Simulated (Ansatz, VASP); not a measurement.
PtSe2: VASP beside Ansatz

INCAR

```
PREC = Accurate
ENCUT = 520
EDIFF = 1E-7
ISMEAR = 0
SIGMA = 0.05
LREAL = False
LASPH = True
NELM = 60
ALGO = Normal
ISIF = 2
LWAVE = False
LCHARG = True
LDIPOL = True
IDIPOL = 3
DIPOL = 0.5 0.5 0.383
GGA = PE
IVDW = 12
LELF = True
LVHAR = True
LVACPOTAV = True
NBANDS = 31
```

The input KPOINTS:

```
regular mesh
0
Gamma
  9 9 1
```

Contents of POSCAR:

```
PtSe2
1.0
    3.7069017468      0.0000000000      0.0000000000
   -1.8534508734      3.2102710821      0.0000000000
    0.0000000000      0.0000000000     22.7988449202
Se Pt
4 2
Direct
    0.6666666667      0.3333333333      0.1973784205
    0.3333333333      0.6666666667      0.3135870473
    0.5000000000      1.3333333333      0.4521905604
    0.8333333333      1.0000000000      0.5683991871
    0.0000000000      0.0000000000      0.2554827339
    1.1666666667      1.6666666667      0.5102948737
```

Input for Ansatz:

```yaml
crystal:
  lattice:
    - [3.7069017468, 0.0, 0.0]
    - [-1.8534508734, 3.2102710821, 0.0]
    - [0.0, 0.0, 22.7988449202]
  atoms:
    - { symbol: Se, position: [0.6666666667, 0.3333333333, 0.1973784205] }
    - { symbol: Pt, position: [0.0, 0.0, 0.2554827339] }
    - { symbol: Se, position: [0.3333333333, 0.6666666667, 0.3135870473] }
    - { symbol: Se, position: [0.5, 1.3333333333, 0.4521905604] }
    - { symbol: Pt, position: [1.1666666667, 1.6666666667, 0.5102948737] }
    - { symbol: Se, position: [0.8333333333, 1.0, 0.5683991871] }
basis:
  ecutwfc: 420
kpoints:
  mp_grid: { grid: [9, 9, 1] }
hamiltonian:
  xc: pbe
  dispersion: d3bj
scf:
  occupations: { method: gaussian, width: 0.05 }
output:
  forces: true
  eigenvalues: true
efield:
  axis: 3
  dipole_correction: true
  ramp_width: 0.04
```

Alike in both runs: task single point; functional PBE; dispersion D3(BJ); k mesh 9 × 9 × 1; occupations gaussian, width 0.05 eV; no spin polarisation.

|  | VASP | Ansatz |
| --- | --- | --- |
| version | VASP 6.6.1 | Ansatz 0.2.0 |
| potentials or method | VASP PAW PBE potentials, release 64 (Se, Pt), cutoff 520 eV | scalar-relativistic, plane waves, PAW |
| valence electrons in the cell | 44 | 100 |

```csv
,VASP,Ansatz,Ansatz less VASP
gap on the k mesh at the Fermi level (eV),0.78,0.79,+0.009
least direct gap on the mesh (eV),1.02,1.03,+0.010
rms of the force components (eV/Å),0.041,0.041,+0.0002
```

VASP's potentials hold 44 valence electrons a cell and Ansatz's 100, so a difference there can come from the potentials and not from the codes.

Spin-orbit coupling is off throughout.
